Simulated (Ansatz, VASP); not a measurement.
## YN: VASP beside Ansatz

The input INCAR:

```
PREC = Accurate
ENCUT = 600
EDIFF = 1E-6
ISMEAR = 0
SIGMA = 0.01
LREAL = False
LASPH = True
NELM = 120
ALGO = Normal
ISIF = 2
LWAVE = False
LCHARG = True
GGA = PS
LELF = True
LVHAR = True
NBANDS = 15
GGA_COMPAT = False
```

KPOINTS

```
Automatic mesh
0
Gamma
  10 10 10
```

The input POSCAR:

```
YN
1.0
    0.0000000000      2.4215606562      2.4647604999
    2.4215606562      0.0000000000      2.4647604999
    2.4215606562      2.4215606562      0.0000000000
Y N
1 1
Direct
    0.0000000000      0.0000000000      0.0000000000
    0.5000000000      0.5000000000      0.5000000000
```

Input for Ansatz:

```yaml
crystal:
  lattice:
    - [0.0, 2.4215606562, 2.4647604999]
    - [2.4215606562, 0.0, 2.4647604999]
    - [2.4215606562, 2.4215606562, 0.0]
  atoms:
    - { symbol: "Y", position: [0.0, 0.0, 0.0] }
    - { symbol: "N", position: [0.5, 0.5, 0.5] }
basis:
  ecutwfc: 600.0
kpoints:
  mp_grid: { grid: [10, 10, 10] }
  band_path:
    path:
      - [0.0, 0.0, 0.0]
      - [0.0, 0.0, 0.0]
      - [0.0, 0.0, 0.0]
      - [0.0, 0.0, 0.0]
      - [0.0, 0.0, 0.0]
      - [0.0, 0.0, 0.0]
      - [0.0, 0.0, 0.0]
      - [0.0, 0.0, 0.0]
      - [0.0, 0.0, 0.0]
      - [0.0, 0.0, 0.0]
      - [0.0, 0.0, 0.0]
      - [0.0, 0.0, 0.0]
      - [0.0, 0.0, 0.0]
      - [0.0, 0.0, 0.0]
      - [0.0, 0.0, 0.0]
      - [0.0, 0.0, 0.0]
      - [0.0, 0.0, 0.0]
      - [0.0, 0.0, 0.0]
      - [0.0, 0.0, 0.0]
      - [0.0, 0.0, 0.0]
      - [0.0, 0.0, 0.0]
      - [0.0, 0.0, 0.0]
      - [0.0, 0.0, 0.0]
      - [0.0, 0.0, 0.0]
      - [0.0, 0.0, 0.0]
      - [0.0, 0.0, 0.0]
      - [0.3, 0.3, 0.0]
      - [0.3166666667, 0.3166666667, 0.0]
      - [0.3333333333, 0.3333333333, 0.0]
      - [0.35, 0.35, 0.0]
      - [0.3666666667, 0.3666666667, 0.0]
      - [0.3833333333, 0.3833333333, 0.0]
      - [0.4, 0.4, 0.0]
      - [0.4166666667, 0.4166666667, 0.0]
      - [0.4333333333, 0.4333333333, 0.0]
      - [0.45, 0.45, 0.0]
      - [0.4666666667, 0.4666666667, 0.0]
      - [0.4833333333, 0.4833333333, 0.0]
      - [0.5, 0.5, 0.0]
      - [0.0, 0.3, 0.3]
      - [0.0, 0.3166666667, 0.3166666667]
      - [0.0, 0.3333333333, 0.3333333333]
      - [0.0, 0.35, 0.35]
      - [0.0, 0.3666666667, 0.3666666667]
      - [0.0, 0.3833333333, 0.3833333333]
      - [0.0, 0.4, 0.4]
      - [0.0, 0.4166666667, 0.4166666667]
      - [0.0, 0.4333333333, 0.4333333333]
      - [0.0, 0.45, 0.45]
      - [0.0, 0.4666666667, 0.4666666667]
      - [0.0, 0.4833333333, 0.4833333333]
      - [0.0, 0.5, 0.5]
      - [0.5, 0.5, 0.5]
      - [0.5, 0.5, 0.5]
      - [0.5, 0.5, 0.5]
      - [0.5, 0.5, 0.5]
      - [0.5, 0.5, 0.5]
      - [0.5, 0.5, 0.5]
      - [0.5, 0.5, 0.5]
      - [0.5, 0.5, 0.5]
      - [0.5, 0.5, 0.5]
      - [0.5, 0.5, 0.5]
      - [0.5, 0.5, 0.5]
      - [0.5, 0.5, 0.5]
      - [0.5, 0.5, 0.5]
      - [0.0, 0.0, 0.5]
      - [0.0, 0.0, 0.5]
      - [0.0, 0.0, 0.5]
      - [0.0, 0.0, 0.5]
      - [0.0, 0.0, 0.5]
      - [0.0, 0.0, 0.5]
      - [0.0, 0.0, 0.5]
      - [0.0, 0.0, 0.5]
      - [0.0, 0.0, 0.5]
      - [0.0, 0.0, 0.5]
      - [0.0, 0.0, 0.5]
      - [0.0, 0.0, 0.5]
      - [0.0, 0.0, 0.5]
      - [0.5, 0.5, 0.5]
      - [0.5, 0.5, 0.5]
      - [0.5, 0.5, 0.5]
      - [0.5, 0.5, 0.5]
      - [0.5, 0.5, 0.5]
      - [0.5, 0.5, 0.5]
      - [0.5, 0.5, 0.5]
      - [0.5, 0.5, 0.5]
      - [0.5, 0.5, 0.5]
      - [0.5, 0.5, 0.5]
      - [0.5, 0.5, 0.5]
      - [0.5, 0.5, 0.5]
      - [0.5, 0.5, 0.5]
      - [0.0, 0.0, 0.5]
      - [0.0, 0.0, 0.5]
      - [0.0, 0.0, 0.5]
      - [0.0, 0.0, 0.5]
      - [0.0, 0.0, 0.5]
      - [0.0, 0.0, 0.5]
      - [0.0, 0.0, 0.5]
      - [0.0, 0.0, 0.5]
      - [0.0, 0.0, 0.5]
      - [0.0, 0.0, 0.5]
      - [0.0, 0.0, 0.5]
      - [0.0, 0.0, 0.5]
      - [0.0, 0.0, 0.5]
    npoints: 1
hamiltonian:
  xc: pbesol
  pseudopotentials: { kind: paw, azcp: { folder: soft_1 } }
scf:
  occupations: { method: gaussian, width: 0.01 }
  n_extra_bands: 5
output:
  eigenvalues: true
```

Alike in both runs: task single point; functional PBEsol; k mesh 10 × 10 × 10; occupations gaussian, width 0.01 eV; no spin polarisation.

|  | VASP | Ansatz |
| --- | --- | --- |
| version | VASP 6.6.1 | Ansatz 0.2.0 |
| potentials or method | VASP PAW PBE potentials, release 64 (Y_sv, N), cutoff 600 eV | scalar-relativistic, plane waves, PAW |
| valence electrons in the cell | 16 | 16 |

```tsv
	VASP	Ansatz	Ansatz less VASP
gap on the k mesh at the Fermi level (eV)	0.05	0.05	+0.001
least direct gap on the mesh (eV)	0.43	0.43	+0.002
```

VASP's potentials were made for PBE, not for PBEsol, and Ansatz warns of the same on its side.
